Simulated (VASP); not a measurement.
**PbSe: single point with LDA**

Crystal: PbSe.

```
CELL_PARAMETERS angstrom
0.00000 12.00080 3.12544
3.11815 0.00000 3.12544
3.11815 12.00080 0.00000
ATOMIC_POSITIONS crystal
Pb 0.19073 0.80527 0.19473
Pb 0.80527 0.19073 0.80927
Se 0.67442 0.29558 0.70442
Se 0.29558 0.67442 0.32558
```

```yaml
Program: VASP 6.6.1
Task: single point
Functional: LDA
Potentials_or_basis: VASP PAW LDA potentials, release 64 (Pb_d, Se)
Cutoff: 520 eV
k_mesh: 6 × 6 × 6
Occupations: methfessel-paxton, width 0.05 eV
Spin: no spin polarisation
```

```json
{"Pressure": "-1.9 GPa", "Largest force": "0.322 eV/Å", "Band gap on the k mesh": "1.59 eV"}
```

Forces in eV/Å, atoms in the order of the input:
```
Pb   0.000  0.316  0.012
Pb   0.000 -0.316  0.012
Se   0.000  0.322 -0.012
Se   0.000 -0.322 -0.012
```

Stress tensor (GPa, compression positive):
```
-2.15  0.00  0.00
 0.00 -1.26  0.00
 0.00  0.00 -2.16
```

Levels at points of the mesh, in eV from the valence-band top:
```csv
k point,band 18,band 19,band 20,band 21,band 22,band 23
"(0.00, 0.00, 0.00)",-1.21,-1.20,-0.33,2.22,4.27,4.57
"(0.50, 0.00, 0.00)",-0.77,0.00,0.00,1.59,1.59,2.53
"(0.50, 0.50, 0.00)",-2.58,-1.24,-1.22,3.71,3.74,5.17
"(0.50, 0.00, 0.50)",-1.21,-1.20,-0.33,2.14,4.57,4.76
"(0.00, 0.50, 0.50)",-2.58,-1.24,-1.22,3.72,3.73,5.15
```

It took 28 min on 1 thread of Intel Xeon 8259CL, with other jobs on the host, peak memory 0.64 GiB.

Caveat: spin-orbit coupling is left out, which moves the levels of the heavy elements. A k mesh can miss the band edges.
